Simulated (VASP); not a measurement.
Input of a VASP 6.6.1 run:

The input INCAR:

```
PREC = Accurate ; ENCUT = 600
EDIFF = 1E-6 ; ISMEAR = -1
SIGMA = 0.05 ; LREAL = F
LASPH = T ; NELM = 100
ALGO = Normal ; ISIF = 3
LWAVE = F ; LCHARG = F
GGA = PS ; IBRION = 2
NSW = 80 ; EDIFFG = -0.005
PSTRESS = 300.0
```

Contents of KPOINTS:

```
regular mesh
0
Gamma
  7 7 9
```

POSCAR

```
Ti
1.0
    4.5673748306      0.0000000000      0.0000000000
   -2.2836874153      3.9554626319      0.0000000000
    0.0000000000      0.0000000000      2.8262442700
Ti
3
Direct
    0.6666666667      0.3333333333      0.5000000000
    0.3333333333      0.6666666667      0.5000000000
    0.0000000000      0.0000000000      0.0000000000
```

Potentials or basis: VASP PAW PBE potentials, release 64 (Ti_sv).

Launch:

```bash
$ cat potpaw_PBE.64/Ti_sv/POTCAR > POTCAR
$ mpirun -np 1 vasp_std > vasp.out
```

**Question.** Predict the space group after relaxing (to 0.1 Å).

**Answer.** P6/mmm (No. 191).

**Question.** Estimate the band gap on the k mesh.

**Answer.** Zero (bands 18 and 19 overlap by 0.49 eV).

**Question.** What does it give for the relaxed volume?

**Answer.** 13.68 Å³/atom.

Step by step:
```tsv
step	energy change (eV)	largest force (eV/Å)	pressure (GPa)	volume (Å³)
1	0.0000	0.0000	-3.89	51.06
2	6.7664	0.0000	155.14	28.81
3	0.4781	0.0000	24.89	42.07
4	0.6188	0.0000	29.03	41.23
5	0.6535	0.0000	29.99	41.04
6	0.6888	0.0000	30.97	40.86
7	0.6074	0.0000	28.70	41.29
8	0.6367	0.0000	29.53	41.13
9	0.6571	0.0000	30.09	41.02
10	0.6536	0.0000	30.04	41.03
```

Caveat: the cell is relaxed towards a set pressure, so the run minimises the enthalpy, not the energy; the volume moved by over 15 % at a fixed basis, so the end points are rough; the PAW data sets were made with another functional, which shifts forces and pressure a little.
